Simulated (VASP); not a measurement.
Here is a VASP 6.6.1 calculation.

Contents of INCAR:

```
  PREC = Accurate
  ENCUT = 520
  EDIFF = 1E-6
  ISMEAR = 0
  SIGMA = 0.1
  LREAL = False
  LASPH = True
  NELM = 60
  ALGO = Normal
  ISIF = 2
  LWAVE = False
  LCHARG = False
  GGA = PE
  NBANDS = 96
```

KPOINTS

```
Automatic mesh
0
Gamma
  4 4 2
```

File POSCAR:

```
Ge8MoW3
1.0
    4.7264061000      0.0000000000      0.0000000000
    0.0000000000      4.7264061000      0.0000000000
    0.0000000000      0.0000000000      8.2858931000
Ge Mo W
8 1 3
Direct
    0.0000000000      0.0000000000      0.3371740000
    0.0000000000      0.5000000000      0.8380870000
    0.5000000000      0.0000000000      0.8380870000
    0.5000000000      0.5000000000      0.3376130000
    0.0000000000      0.0000000000      0.6628260000
    0.0000000000      0.5000000000      0.1619130000
    0.5000000000      0.0000000000      0.1619130000
    0.5000000000      0.5000000000      0.6623870000
    0.0000000000      0.0000000000      0.0000000000
    0.0000000000      0.5000000000      0.5000000000
    0.5000000000      0.0000000000      0.5000000000
    0.5000000000      0.5000000000      0.0000000000
```

Potentials or basis: VASP PAW PBE potentials, release 64 (Ge_d, Mo_sv, W_sv).

The run is started by

```console
$ cat potpaw_PBE.64/Ge_d/POTCAR potpaw_PBE.64/Mo_sv/POTCAR potpaw_PBE.64/W_sv/POTCAR > POTCAR
$ mpirun -np 1 vasp_std > vasp.out
```

(1) Estimate the pressure.

(2) Estimate the largest force.

Results:

(1) 0.2 GPa.

(2) 0.069 eV/Å.

Caveat: the k points lie up to 0.38 Å⁻¹ apart.
